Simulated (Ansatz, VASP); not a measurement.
MgS: VASP beside Ansatz

```
Mg S
1.0
     0.00000    2.79695    2.79695
     2.79695    0.00000    2.79695
     2.79695    2.79695    0.00000
Mg S
1 1
Direct
  0.00000 0.00000 0.00000
  0.25000 0.25000 0.25000
```

Alike in both runs: task single point; functional LDA; k mesh 8 × 8 × 8; occupations gaussian, width 0.02 eV; no spin polarisation.

```csv
,VASP,Ansatz
version,VASP 6.6.1,Ansatz 0.2.0
potentials or method,"VASP PAW LDA potentials, release 64 (Mg, S), cutoff 600 eV","scalar-relativistic, plane waves, PAW"
valence electrons in the cell,8,16
```

```csv
,VASP,Ansatz,Ansatz less VASP
gap on the k mesh at the Fermi level (eV),3.38,3.36,-0.012
least direct gap on the mesh (eV),3.38,3.36,-0.012
pressure (GPa),-0.3,0.0,+0.32
```

Ansatz warns that its potentials were made for another functional, while VASP's fit it. LDA's correlation is that of Perdew and Zunger in VASP and of Perdew and Wang (1992) in Ansatz. VASP's potentials hold 8 valence electrons a cell and Ansatz's 16, so a difference there can come from the potentials and not from the codes.
